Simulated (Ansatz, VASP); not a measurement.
Al in VASP and in Ansatz

Contents of INCAR:

```
SYSTEM = Al
PREC = Accurate
ENCUT = 520
EDIFF = 1E-6
ISMEAR = 0
SIGMA = 0.2
LREAL = .False.
LASPH = .True.
NELM = 60
ALGO = Normal
ISIF = 2
LWAVE = .False.
LCHARG = .False.
GGA = PE
NBANDS = 14
```

KPOINTS

```
regular mesh
0
Gamma
  8 6 4
  0 0 0
```

Contents of POSCAR:

```
Al
1.0
    1.4252671375      2.4683694288      0.0000000000
    0.0000000000      0.0000000000     -4.7307345142
   -4.2758014126      2.4683694288      0.0000000000
Al
4
Direct
    0.0000063638      0.2500000000      0.6666687879
    0.5000063638      0.2500000000      0.1666687879
    0.4999936362      0.7500000000      0.8333312121
    0.9999936362      0.7500000000      0.3333312121
```

Input for Ansatz:

```yaml
crystal:
  lattice:
    - [1.4252671375, 2.4683694288, 0.0]
    - [0.0, 0.0, -4.7307345142]
    - [-4.2758014126, 2.4683694288, 0.0]
  atoms:
    - { symbol: Al, position: [6.3638e-06, 0.25, 0.6666687879] }
    - { symbol: Al, position: [0.5000063638, 0.25, 0.1666687879] }
    - { symbol: Al, position: [0.4999936362, 0.75, 0.8333312121] }
    - { symbol: Al, position: [0.9999936362, 0.75, 0.3333312121] }
basis:
  ecutwfc: 420
kpoints:
  mp_grid: { grid: [8, 6, 4] }
hamiltonian:
  xc: pbe
scf:
  occupations: { method: gaussian, width: 0.2 }
  lower_state_search: "off"
output:
  forces: true
  stress: true
  eigenvalues: true
```

Alike in both runs: task single point; functional PBE; k mesh 8 × 6 × 4; occupations gaussian, width 0.2 eV; no spin polarisation.

|  | VASP | Ansatz |
| --- | --- | --- |
| version | VASP 6.6.1 | Ansatz 0.2.0 |
| potentials or method | VASP PAW PBE potentials, release 64 (Al), cutoff 520 eV | scalar-relativistic, plane waves, PAW |
| valence electrons in the cell | 12 | 12 |

```tsv
	VASP	Ansatz	Ansatz less VASP
gap on the k mesh at the Fermi level (eV)	none	none	-
pressure (GPa)	-0.1	-0.1	+0.03
traceless stress, the component that is largest in VASP (GPa)	-2.73	-2.73	-0.004
rms of the force components (eV/Å)	0.004	0.004	0.0000
```

Atom by atom the forces differ by 0.000 eV/Å (rms over components). A gap of «none» marks a metal or a gap that the smearing closes. With one functional, cell and mesh, what is left measures potentials, basis and numerics.
